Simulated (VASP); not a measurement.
Here is a VASP 6.6.1 calculation.

File INCAR:

```
ALGO = Normal ; EDIFF = 1E-6
ENCUT = 600 ; GGA = CA
GGA_COMPAT = F ; ISIF = 2
ISMEAR = 0 ; LASPH = T
LCHARG = F ; LREAL = F
LWAVE = F ; NBANDS = 26
NELM = 120 ; PREC = Accurate
SIGMA = 0.02
```

File KPOINTS:

```
k-points
0
Gamma
  9 9 6
```

POSCAR

```
ZnO
1.0
    3.1873336251      0.0000000000      0.0000000000
   -1.5936668125      2.7603118897      0.0000000000
    0.0000000000      0.0000000000      5.1528352204
Zn O
2 2
Direct
    0.3333333333      0.6666666667      0.0018387744
    0.6666666667      0.3333333333      0.5018387744
    0.3333333333      0.6666666667      0.3802612256
    0.6666666667      0.3333333333      0.8802612256
```

Potentials or basis: VASP PAW LDA potentials, release 64 (Zn, O).

The run is started by

```console
$ cat potpaw_LDA.64/Zn/POTCAR potpaw_LDA.64/O/POTCAR > POTCAR
$ mpirun -np 1 vasp_std > vasp.out
```

(1) Estimate the pressure.

(2) Predict the band gap on the k mesh.

Answers

(1) 0.8 GPa.

(2) 0.81 eV, direct.

**The experiment to reproduce.**

From “Electronic structure of alkaline earth and post-transition metal oxides”, 2009, arxiv:0908.1581, for a bulk crystal of ZnO: band gap 3.37 eV.

Against the measured gap of ZnO, 3.37 eV (quoted in “Electronic structure of alkaline earth and post-transition metal oxides”, 2009, arxiv:0908.1581), the calculated 0.81 eV is off by -2.56 eV. So large a miss can be the level of theory's own, or it may mean another phase, state or a wrong row. The value is that of LDA, without temperature or zero-point motion. Semilocal functionals fall short of measured gaps as a rule.
